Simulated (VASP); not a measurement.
# Ge (I4_1/amd) in VASP: single point with PBEsol

Aim: the single point of Ge with PBEsol.

Everything below comes from runs of VASP 6.6.1. Logs are shortened: lines on timing, memory, paths and dates and some standing lists are left out, and cuts for length are marked.

## 1. The cell of the first run

It takes space group I4_1/amd (No. 141, tetragonal). The conventional cell has a = 5.149 Å, b = 5.149 Å, c = 2.795 Å, α = 90.00°, β = 90.00°, γ = 90.00°. Within 3.5 Å of Ge (site symmetry -4m2) lie 10 Ge at 2.67 to 3.32 Å.

## 2. Single point, PBEsol

File INCAR:

```
SYSTEM = Ge
ALGO     = Normal         ! electronic algorithm
EDIFF    = 1E-6           ! SCF threshold, eV
ENCUT    = 500            ! plane-wave cutoff, eV
GGA      = PS             ! functional
GGA_COMPAT= .False.      
ISIF     = 2              ! what is computed and relaxed
ISMEAR   = -1             ! smearing method
LASPH    = .True.         ! aspherical terms in the spheres
LCHARG   = .True.         ! write CHGCAR
LELF     = .True.         ! ELF
LREAL    = .False.        ! projectors in reciprocal space
LVHAR    = .True.       
LWAVE    = .False.        ! write WAVECAR
NBANDS   = 21             ! bands
NELM     = 120            ! most SCF steps
PREC     = Accurate       ! precision mode
SIGMA    = 0.05           ! smearing width, eV
```

File KPOINTS:

```
k-points
0
Gamma
  12 12 12
  0 0 0
```

File POSCAR:

```
Ge
1.0
   -2.5744895000      2.5744895000      1.3974125000
    2.5744895000     -2.5744895000      1.3974125000
    2.5744895000      2.5744895000     -1.3974125000
Ge
2
Direct
    0.2500000000      0.7500000000      0.5000000000
    0.5000000000      0.5000000000      0.0000000000
```

Potentials or basis: VASP PAW PBE potentials, release 64 (Ge_d).

Command:

```console
cat potpaw_PBE.64/Ge_d/POTCAR > POTCAR
mpirun -np 1 vasp_std > vasp.out
```

OUTCAR:

```text
SYSTEM = Ge
   EDIFF = 1E-6
   ENCUT = 500
   GGA = PS
   ISIF = 2
   ISMEAR = -1
   LASPH = .True.
   LREAL = .False.
   NELM = 120
   PREC = Accurate

 ion  position               nearest neighbor table
   1  0.250  0.750  0.500-   2 2.67   2 2.67   2 2.67   2 2.67
   2  0.500  0.500  0.000-   1 2.67   1 2.67   1 2.67   1 2.67

  LATTYP: Found a body centered tetragonal cell.
 ALAT       =     5.1489790000
 C/A-ratio  =     0.5427920759

  Lattice vectors:

 A1 = (  -2.5744895000,   2.5744895000,   1.3974125000)
 A2 = (   2.5744895000,  -2.5744895000,   1.3974125000)
 A3 = (   2.5744895000,   2.5744895000,  -1.3974125000)

Analysis of symmetry for initial positions (statically):
=====================================================================
 Subroutine PRICEL returns:
 Original cell was already a primitive cell.

 Routine SETGRP: Setting up the symmetry group for a
 body centered tetragonal supercell.

 Subroutine GETGRP returns: Found 16 space group operations
 (whereof  8 operations were pure point group operations)
 out of a pool of 16 trial point group operations.

The static configuration has the point symmetry D_2d.
 The point group associated with its full space group is D_4h.

Analysis of symmetry for dynamics (positions and initial velocities):
=====================================================================
 Subroutine PRICEL returns:
 Original cell was already a primitive cell.

 Routine SETGRP: Setting up the symmetry group for a
 body centered tetragonal supercell.

 Subroutine GETGRP returns: Found 16 space group operations
 (whereof  8 operations were pure point group operations)
 out of a pool of 16 trial point group operations.

The dynamic configuration has the point symmetry D_2d.
 The point group associated with its full space group is D_4h.

 Subroutine INISYM returns: Found 16 space group operations
 (whereof  8 operations are pure point group operations),
 and found     1 'primitive' translations

----------------------------------------------------------------------------------------

                                     Primitive cell

  volume of cell :      37.0482

  direct lattice vectors                    reciprocal lattice vectors
    -2.574489500  2.574489500  1.397412500     0.000000000  0.194213261  0.357804156
     2.574489500 -2.574489500  1.397412500     0.194213261  0.000000000  0.357804156
     2.574489500  2.574489500 -1.397412500     0.194213261  0.194213261  0.000000000

  length of vectors
     3.899840262  3.899840262  3.899840262     0.407114977  0.407114977  0.274659027

  position of ions in fractional coordinates (direct lattice)
     0.250000000  0.750000000  0.500000000
     0.500000000  0.500000000  0.000000000

  ion indices of the primitive-cell ions
   primitive index   ion index
                 1           1
                 2           2

----------------------------------------------------------------------------------------

 KPOINTS: k-points

Automatic generation of k-mesh.
 Grid dimensions read from file:
 generate k-points for:   12   12   12

 Generating k-lattice:

  Cartesian coordinates                     Fractional coordinates (reciprocal lattice)
     0.000000000  0.016184438  0.029817013     0.083333333 -0.000000000  0.000000000
     0.016184438  0.000000000  0.029817013    -0.000000000  0.083333333  0.000000000
     0.016184438  0.016184438  0.000000000     0.000000000  0.000000000  0.083333333

  Length of vectors
     0.033926248  0.033926248  0.022888252

  Shift w.r.t. Gamma in fractional coordinates (k-lattice)
     0.000000000  0.000000000  0.000000000

 Subroutine IBZKPT returns following result:
 ===========================================

 Found    163 irreducible k-points:

 Following reciprocal coordinates:
            Coordinates               Weight
  0.000000  0.000000  0.000000      1.000000
  0.083333  0.000000 -0.000000      8.000000
  0.166667  0.000000 -0.000000      8.000000
  0.250000  0.000000  0.000000      8.000000
  0.333333  0.000000 -0.000000      8.000000
  0.416667  0.000000 -0.000000      8.000000
[... 16 lines left out ...]
  0.500000  0.166667 -0.000000     16.000000
 -0.416667  0.166667  0.000000     16.000000
 [... further k-points ...]
   k-points           NKPTS =    163   k-points in BZ     NKDIM =    163   number of bands    NBANDS=     21
   number of dos      NEDOS =    301   number of ions     NIONS =      2
   total plane-waves  NPLWV =  21952
   dimension x,y,z NGX =    28 NGY =   28 NGZ =   28
   dimension x,y,z NGXF=    56 NGYF=   56 NGZF=   56
   ions per type =               2
   NGX,Y,Z   is equivalent  to a cutoff of  11.94, 11.94, 11.94 a.u.
   NGXF,Y,Z  is equivalent  to a cutoff of  23.87, 23.87, 23.87 a.u.
 SYSTEM =  Ge
   PREC   = accura    normal or accurate (medium, high low for compatibility)
   ISTART =      0    job   : 0-new  1-cont  2-samecut
   ICHARG =      2    charge: 1-file 2-atom 10-const
   ISPIN  =      1    spin polarized calculation?
   LNONCOLLINEAR =      F non collinear calculations
   LSORBIT =      F    spin-orbit coupling
   LASPH  =      T    aspherical Exc in radial PAW
   ENCUT  =  500.0 eV  36.75 Ry    6.06 a.u.   7.11  7.11  7.11*2*pi/ulx,y,z
   NELM   =    120;   NELMIN=  2; NELMDL= -5     # of ELM steps
   EDIFF  = 0.1E-05   stopping-criterion for ELM
   LREAL  =      F    real-space projection
   EDIFFG = 0.1E-04   stopping-criterion for IOM
   NSW    =      0    number of steps for IOM
   IBRION =     -1    ionic relax: 0-MD 1-quasi-New 2-CG
   NFREE  =      0    steps in history (QN), initial steepest desc. (CG)
   ISIF   =      2    stress and relaxation
   ISYM   =      2    0-nonsym 1-usesym 2-fastsym
   POTIM  = 0.5000    time-step for ionic-motion
   TEBEG  =    0.0;   TEEND  =   0.0 temperature during run
   PSTRESS=    0.0 pullay stress
   NELECT =      28.0000    total number of electrons
   NUPDOWN=      -1.0000    fix difference up-down
   EMIN   =  10.00;   EMAX   =-10.00  energy-range for DOS
   EFERMI =   0.00;   METHOD = LEGACY
   ISMEAR =    -1;   SIGMA  =   0.05  broadening in eV -4-tet -1-fermi 0-gaus
   EFERMI_NEDOS =   21; number of points for ismear=-14 and -15
   IALGO  =     38    algorithm
   IMIX   =      4    mixing-type and parameters
     AMIX     =   0.40;   BMIX     =  1.00
     AMIX_MAG =   1.60;   BMIX_MAG =  1.00
  volume/ion in A,a.u.               =      18.52       125.01
  Fermi-wavevector in a.u.,A,eV,Ry     =   1.491209  2.817977 30.255339  2.223705
  Thomas-Fermi vector in A             =   2.603893
   LORBIT       =      0    0 simple, 1 ext, 2 COOP (PROOUT), +10 PAW based schemes
   GGA     = PS    functional components
   LHFCALC =     F    Hartree Fock is set to
   AEXX    =    0.0000 exact exchange contribution
   IVDW    =     0    specifies the selected vdW correction
   LEPSILON=     F    determine dielectric tensor
   LRPA    =     F    only Hartree local field effects (RPA)
 non-spin polarized calculation
  energy-cutoff  :      500.00
  volume of cell :       37.05
 maximum number of plane-waves:       957
   NGX = 15   NGY = 15   NGZ = 15

 number of electron      28.0000030 magnetization

 Free energy of the ion-electron system (eV)
  ---------------------------------------------------
  ext. energy  EPLUGINS =         0.00000000
  ---------------------------------------------------
  free energy    TOTEN  =        -9.54129578 eV

  energy without entropy =       -9.53490592  energy(sigma->0) =       -9.53810085

 E-fermi :   6.6564     XC(G=0): -11.4697

 val. band max:        6.6532494125   @ k =   0.3333   0.1667  -0.0000
 cond. band min:       6.6575217359   @ k =  -0.0833  -0.2500   0.0833
 fundamental gap:      0.0042723235
 Fermi energy:         6.6564227947

 k-point     1 :       0.0000    0.0000    0.0000
  band No.  band energies     occupation
      1     -18.0156      2.00000
      2     -17.9719      2.00000
      3     -17.9398      2.00000
      4     -17.9395      2.00000
      5     -17.8329      2.00000
      6     -17.8329      2.00000
[... 13 lines left out ...]
     20      18.2213      0.00000
     21      19.1964      0.00000

 k-point     2 :       0.0833    0.0000   -0.0000
  band No.  band energies     occupation
      1     -18.0130      2.00000
      2     -17.9625      2.00000
      3     -17.9362      2.00000
      4     -17.9282      2.00000
      5     -17.8404      2.00000
      6     -17.8393      2.00000
[... 13 lines left out ...]
     20      18.1929      0.00000
     21      18.9293      0.00000

 k-point     3 :       0.1667    0.0000   -0.0000
  band No.  band energies     occupation
      1     -18.0047      2.00000
      2     -17.9386      2.00000
      3     -17.9264      2.00000
      4     -17.9019      2.00000
      5     -17.8560      2.00000
      6     -17.8460      2.00000
[... 13 lines left out ...]
     20      16.7510      0.00000
     21      17.4280      0.00000

 k-point     4 :       0.2500    0.0000    0.0000
  band No.  band energies     occupation
      1     -17.9927      2.00000
      2     -17.9144      2.00000
      3     -17.9140      2.00000
      4     -17.8864      2.00000
      5     -17.8729      2.00000
      6     -17.8434      2.00000
[... 13 lines left out ...]
     20      15.4776      0.00000
     21      17.4136      0.00000

 k-point     5 :       0.3333    0.0000   -0.0000
  band No.  band energies     occupation
      1     -17.9816      2.00000
      2     -17.9101      2.00000
      3     -17.9044      2.00000
      4     -17.8967      2.00000
      5     -17.8786      2.00000
      6     -17.8548      2.00000
[... 13 lines left out ...]
     20      14.7344      0.00000
     21      18.2528      0.00000
[... 382 lines left out ...]
     20      17.6678      0.00000
     21      18.4509      0.00000

 k-point    22 :       0.4167    0.1667   -0.0000
  band No.  band energies     occupation
      1     -17.9697      2.00000
      2     -17.9286      2.00000
      3     -17.9152      2.00000
      4     -17.8808      2.00000
      5     -17.8755      2.00000
      6     -17.8504      2.00000
[... 13 lines left out ...]
     20      17.4047      0.00000
     21      18.0277      0.00000

 k-point    23 :       0.5000    0.1667   -0.0000
  band No.  band energies     occupation
      1     -17.9660      2.00000
      2     -17.9222      2.00000
      3     -17.9141      2.00000
      4     -17.8857      2.00000
      5     -17.8694      2.00000
      6     -17.8519      2.00000
[... 13 lines left out ...]
     20      17.1167      0.00000
     21      18.2249      0.00000

 k-point    24 :      -0.4167    0.1667    0.0000
  band No.  band energies     occupation
      1     -17.9708      2.00000
      2     -17.9233      2.00000
      3     -17.9122      2.00000
      4     -17.8924      2.00000
      5     -17.8666      2.00000
      6     -17.8498      2.00000
[... 13 lines left out ...]
     20      16.8290      0.00000
     21      17.5498      0.00000

 [... further k-points ...]

------------------------ aborting loop because EDIFF is reached ----------------------------------------

  FORCE on cell =-STRESS in cart. coord.  units (eV):
  Direction    XX          YY          ZZ          XY          YZ          ZX
  --------------------------------------------------------------------------------------
  -------------------------------------------------------------------------------------
  Total       -0.2967820     -0.2967820     -0.0570759      0.0000000     -0.0000000      0.0000000
  in kB      -12.8345694    -12.8345694     -2.4682934      0.0000000     -0.0000000      0.0000000
  external PRESSURE =      -9.3791441 kB  Pullay stress =       0.0000000 kB

 VOLUME and BASIS-vectors are now :
 -----------------------------------------------------------------------------
  energy-cutoff  :      500.00
  volume of cell :       37.05
      direct lattice vectors                 reciprocal lattice vectors
    -2.574489500  2.574489500  1.397412500     0.000000000  0.194213261  0.357804156
     2.574489500 -2.574489500  1.397412500     0.194213261  0.000000000  0.357804156
     2.574489500  2.574489500 -1.397412500     0.194213261  0.194213261  0.000000000

 POSITION                                       TOTAL-FORCE (eV/Angst)
 -----------------------------------------------------------------------------------
      2.57449      0.00000      0.69871         0.000000     -0.000000      0.000000
      0.00000      0.00000      1.39741        -0.000000      0.000000     -0.000000
 -----------------------------------------------------------------------------------
    total drift:                                0.000000     -0.000000      0.000000

  FREE ENERGIE OF THE ION-ELECTRON SYSTEM (eV)
  ---------------------------------------------------
  free  energy   TOTEN  =        -9.5412957791 eV

  energy  without entropy=       -9.5349059201  energy(sigma->0) =       -9.53810085
```

Wall time 37 s (1 thread of Intel Xeon 6975P-C (Granite Rapids), shared host); peak memory 0.22 GiB.

Results:

```
Free energy            : -9.5413 eV
Pressure               : -0.9 GPa
Band gap on the k mesh : zero (bands 14 and 15 overlap by 5.10 eV)
```

Levels at points of the mesh, in eV from the Fermi level:
| k point | band 11 | band 12 | band 13 | band 14 | band 15 | band 16 | band 17 | band 18 |
| --- | --- | --- | --- | --- | --- | --- | --- | --- |
| (0.00, 0.00, 0.00) | -13.31 | -4.07 | -2.34 | -2.34 | 3.25 | 7.59 | 7.59 | 8.15 |
| (0.50, 0.00, 0.00) | -8.04 | -6.39 | -2.64 | -2.01 | -1.35 | 2.46 | 3.56 | 5.51 |
| (0.50, 0.50, 0.00) | -10.57 | -10.57 | 0.61 | 0.61 | 1.90 | 1.90 | 7.53 | 7.53 |
| (0.50, 0.50, 0.50) | -8.88 | -8.88 | -5.93 | -5.93 | 6.16 | 6.16 | 11.01 | 11.01 |

Caveat: the PAW data sets were made with another functional, which shifts forces and pressure a little.
